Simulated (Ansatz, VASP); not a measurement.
**AlNi in VASP and in Ansatz**

```
Al Ni
1.0
     2.02120   -2.02115    0.00000
     2.02120    2.02115    0.00000
     0.00000    0.00000    2.86887
Al Ni
1 1
Direct
  0.96676 0.00000 0.00000
  0.51528 0.50000 0.50000
```

Change from the starting cell: mode 4 frozen in at -0.095 Å and mode 6 at +0.000 Å (largest displacements).

Alike in both runs: task single point; functional PBEsol; k mesh 16 × 16 × 16; occupations gaussian, width 0.15 eV; no spin polarisation.

```csv
,VASP,Ansatz
version,VASP 6.6.1,Ansatz 0.2.0
potentials or method,"VASP PAW PBE potentials, release 64 (Al, Ni), cutoff 520 eV","scalar-relativistic, plane waves, PAW"
valence electrons in the cell,13,21
```

Ansatz gave:

* gap on the k mesh at the Fermi level (eV): none
* pressure (GPa): 1.3
* traceless stress, the component that is largest in VASP (GPa): 0.51
* rms of the force components (eV/Å): 0.497

Q: What did VASP give for the same quantities?

A: gap on the k mesh at the Fermi level (eV): none; pressure (GPa): 1.7; traceless stress, the component that is largest in VASP (GPa): 0.52; rms of the force components (eV/Å): 0.501.

VASP's potentials were made for PBE, not for PBEsol, and Ansatz warns of the same on its side. Atom by atom the forces differ by 0.004 eV/Å (rms over components). A gap of «none» marks a metal or a gap that the smearing closes. VASP's potentials hold 13 valence electrons a cell and Ansatz's 21, so a difference there can come from the potentials and not from the codes. Ansatz's warnings: near symmetry operations not taken.
